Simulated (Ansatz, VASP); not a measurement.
# Hg: VASP beside Ansatz

The input INCAR:

```
PREC     = Accurate       # precision mode
ENCUT    = 400            # plane-wave cutoff, eV
EDIFF    = 1E-8           # SCF threshold, eV
ISMEAR   = -1             # smearing method
SIGMA    = 0.03           # smearing width, eV
LREAL    = F              # projectors in reciprocal space
LASPH    = T              # aspherical terms in the spheres
NELM     = 120            # most SCF steps
ALGO     = Normal         # electronic algorithm
ISIF     = 2              # what is computed and relaxed
LWAVE    = F              # write WAVECAR
LCHARG   = F              # write CHGCAR
LEFG     = T            
NBANDS   = 12             # bands
GGA_COMPAT= F
```

The input KPOINTS:

```
Automatic mesh
0
Gamma
  12 12 12
```

File POSCAR:

```
Hg
1.0
    1.7300004553      0.9988162286      2.2340000000
   -1.7300004553      0.9988162286      2.2340000000
    0.0000000000     -1.9976324571      2.2340000000
Hg
1
Direct
    0.0000000000      0.0000000000      0.0000000000
```

Input for Ansatz:

```yaml
crystal:
  lattice:
    - [1.7300004553, 0.9988162286, 2.234]
    - [-1.7300004553, 0.9988162286, 2.234]
    - [0.0, -1.9976324571, 2.234]
  atoms:
    - { symbol: Hg, position: [0.0, 0.0, 0.0] }
kpoints:
  mp_grid: { grid: [12, 12, 12] }
  band_path:
    path:
      - [0.0, 0.0, 0.0]
      - [0.5, 0.5, 0.5]
      - [0.7000691066, 0.2999308934, 0.5]
      - [0.5, -0.2999308934, 0.2999308934]
      - [0.5, 0.0, 0.0]
      - [0.0, 0.0, 0.0]
      - [0.3999654467, -0.3999654467, 0.0]
      - [0.6000345533, 0.0, 0.3999654467]
      - [0.5, 0.0, 0.5]
    npoints: 8
scf:
  occupations: { method: fermi_dirac, width: 0.03 }
hamiltonian:
  xc: lda
  pseudopotentials: { kind: all_electron, datasets: crystal }
output:
  forces: true
  stress: true
  eigenvalues: true
  efg: { contact_densities: true }
```

Alike in both runs: task electric field gradients; functional LDA; k mesh 12 × 12 × 12; occupations fermi-dirac, width 0.03 eV; no spin polarisation.

|  | VASP | Ansatz |
| --- | --- | --- |
| version | VASP 6.6.1 | Ansatz 0.2.0 |
| potentials or method | VASP PAW LDA potentials, release 64 (Hg), cutoff 400 eV | all-electron PAW with datasets made for the crystal, scalar-relativistic |

```csv
,VASP,Ansatz,Ansatz less VASP
pressure (GPa),-1.1,-1.6,-0.52
"traceless stress, the component that is largest in VASP (GPa)",-0.57,-0.91,-0.335
size of Vzz on the site where it differs most (V/Å²),149.1,118.3,-30.80
```

LDA's correlation is that of Perdew and Zunger in VASP and of Perdew and Wang (1992) in Ansatz. Ansatz ran all-electron here, and VASP with PAW potentials.

Neither program's run includes spin-orbit coupling.
